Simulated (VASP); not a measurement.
The system is PtSe2 (Sudovikovite).

```
CELL_PARAMETERS angstrom
3.77146 0.00000 0.00000
-1.88573 3.26618 0.00000
0.00000 0.00000 4.82331
ATOMIC_POSITIONS crystal
Pt 0.00000 0.00000 0.00000
Se 0.33333 0.66667 0.26546
Se 0.66667 0.33333 0.73454
```

```yaml
Program: VASP 6.6.1
Task: relaxation of cell and atoms
Functional: LDA
Potentials_or_basis: VASP PAW LDA potentials, release 64 (Pt, Se)
Cutoff: 600 eV
k_mesh: 15 × 15 × 10
Occupations: gaussian, width 0.1 eV
Spin: no spin polarisation
```

At the start: pressure -3.5 GPa; volume 19.80 Å³/atom.

How do energy, volume and symmetry change on relaxing?

Over 10 steps the energy falls by 5.9 meV/atom and the volume is 19.27 Å³/atom (-2.7 %); space group P-3m1 (No. 164, to 0.05 Å).

The path:
| step | energy change (eV) | largest force (eV/Å) | pressure (GPa) | volume (Å³) |
| --- | --- | --- | --- | --- |
| 1 | 0.0000 | 0.3014 | -3.48 | 59.41 |
| 2 | 0.0348 | 0.5933 | 6.85 | 55.79 |
| 3 | -0.0172 | 0.0004 | -0.07 | 58.05 |
| 4 | -0.0172 | 0.0059 | 0.01 | 58.02 |
| 5 | -0.0174 | 0.0123 | 0.02 | 58.00 |
| 6 | -0.0175 | 0.0266 | 0.00 | 57.93 |
| 7 | -0.0176 | 0.0098 | -0.08 | 57.91 |
| 8 | -0.0176 | 0.0010 | -0.13 | 57.90 |
| 9 | -0.0176 | 0.0002 | -0.05 | 57.85 |
| 10 | -0.0176 | 0.0006 | 0.00 | 57.82 |

Final structure:
```
Pt Se
1.0
     3.74558    0.00000    0.00000
    -1.87279    3.24376    0.00000
     0.00000    0.00000    4.75864
Pt Se
1 2
Direct
  0.00000 0.00000 0.00000
  0.33333 0.66667 0.26525
  0.66667 0.33333 0.73475
```
